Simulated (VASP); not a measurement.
TiSi5, 24 atoms in the cell. The cell holds an amorphous packing of atoms, 24 atoms: a = 7.379 Å, b = 7.174 Å, c = 7.314 Å, α = 90.32°, β = 90.42°, γ = 90.12°. 

| Property | Result |
| --- | --- |
| Program | VASP 6.6.1 |
| Task | single point |
| Functional | PBE |
| Potentials or basis | VASP PAW PBE potentials, release 64 (Si, Ti_sv) |
| Cutoff | 520 eV |
| k mesh | 1 × 1 × 1, shifted |
| Occupations | fermi-dirac, width 0.0862 eV |
| Spin | no spin polarisation |
| Dipole correction | no |
| Further INCAR settings | LREAL = Auto; ALGO = Normal; EDIFF = 1e-06; NBANDS = 82; ISYM = 0 |

Potentials or basis: VASP PAW PBE potentials, release 64 (Si, Ti_sv).

Command:

```bash
$ cat potpaw_PBE.64/Si/POTCAR potpaw_PBE.64/Ti_sv/POTCAR > POTCAR
$ mpirun -np 1 vasp_std > vasp.out
```

Hardware: 1 thread of Intel(R) Xeon(R) 6975P-C (Granite Rapids), on a shared host.

Task: Estimate the wall time of this run.

Result: Wall time 47 s on 1 thread of Intel(R) Xeon(R) 6975P-C (Granite Rapids), with other jobs on the host, peak memory 0.37 GiB. Counts: scf iterations 18, k points 1.
